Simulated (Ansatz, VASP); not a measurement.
# BiTe in VASP and in Ansatz

```
Bi Te
1.0
     2.45905    1.41973    3.36705
    -2.45905    1.41973    3.36705
     0.00000   -2.83946    3.36705
Bi Te
1 1
Direct
  0.50000 0.50000 0.50000
  0.00000 0.00000 0.00000
```

Change from the starting cell: strain +0.015 along x and y, +0.015 along z, atoms carried along.

Alike in both runs: task single point; functional PBEsol; k mesh 12 × 12 × 12; occupations gaussian, width 0.15 eV; no spin polarisation.

|  | VASP | Ansatz |
| --- | --- | --- |
| version | VASP 6.6.1 | Ansatz 0.2.0 |
| potentials or method | VASP PAW PBE potentials, release 64 (Bi_d, Te), cutoff 520 eV | scalar-relativistic, plane waves, PAW |
| valence electrons in the cell | 21 | 31 |

Ansatz gave:

- gap on the k mesh at the Fermi level (eV): none
- pressure (GPa): -4.2
- traceless stress, the component that is largest in VASP (GPa): 0.57

**Question.** Which values does VASP return?

**Answer.** gap on the k mesh at the Fermi level (eV): none; pressure (GPa): -4.3; traceless stress, the component that is largest in VASP (GPa): 0.57.

VASP's potentials were made for PBE, not for PBEsol. A gap of «none» marks a metal or a gap that the smearing closes. VASP's potentials hold 21 valence electrons a cell and Ansatz's 31, so a difference there can come from the potentials and not from the codes.

Spin-orbit coupling is off throughout.
